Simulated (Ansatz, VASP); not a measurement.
One calculation of K3Br, two programs

```
K Br
1.0
     5.81703    0.00000    0.00000
     0.00000    5.81703    0.00000
     0.00000    0.00000    5.81703
K Br
3 1
Direct
  0.00000 0.50000 0.50000
  0.50000 0.00000 0.50000
  0.50000 0.50000 0.00000
  0.00000 0.00000 0.00000
```

Alike in both runs: functional r2SCAN; k mesh 4 × 4 × 4; occupations gaussian, width 0.1 eV; no spin polarisation.

Ansatz relaxed the structure, and its values are those at the end. VASP's run is a single point on that final structure, the one shown.

|  | VASP | Ansatz |
| --- | --- | --- |
| version | VASP 6.6.1 | Ansatz 0.2.0 |
| potentials or method | VASP PAW PBE potentials, release 64 (K_sv, Br), cutoff 520 eV | scalar-relativistic, plane waves, PAW |
| valence electrons in the cell | 34 | 34 |

|  | VASP | Ansatz | Ansatz less VASP |
| --- | --- | --- | --- |
| gap on the k mesh at the Fermi level (eV) | none | none | - |
| pressure (GPa) | 0.2 | 0.2 | +0.01 |

VASP's potentials were made for PBE, not for r2SCAN. A gap of «none» marks a metal or a gap that the smearing closes. The functional is the same, so the differences come from potentials, cutoffs and numerics.
